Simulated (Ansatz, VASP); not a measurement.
## Two plane-wave programs on Li2O

```
CELL_PARAMETERS angstrom
0.00000 2.35838 2.35838
2.35838 0.00000 2.35838
2.35838 2.35838 0.00000
ATOMIC_POSITIONS crystal
Li 0.75000 0.75000 0.75000
Li 0.25000 0.25000 0.25000
O 0.00000 0.00000 0.00000
```

Alike in both runs: task single point; functional PBE; k mesh 8 × 8 × 8; occupations gaussian, width 0.02 eV; no spin polarisation.

```csv
,VASP,Ansatz
version,VASP 6.6.1,Ansatz 0.2.0
potentials or method,"VASP PAW PBE potentials, release 64 (Li_sv, O), cutoff 750 eV","scalar-relativistic, plane waves, PAW"
valence electrons in the cell,12,12
```

|  | VASP | Ansatz | Ansatz less VASP |
| --- | --- | --- | --- |
| gap on the k mesh at the Fermi level (eV) | 4.82 | 4.82 | -0.001 |
| least direct gap on the mesh (eV) | 4.82 | 4.82 | -0.001 |
| pressure (GPa) | -4.5 | -4.1 | +0.38 |
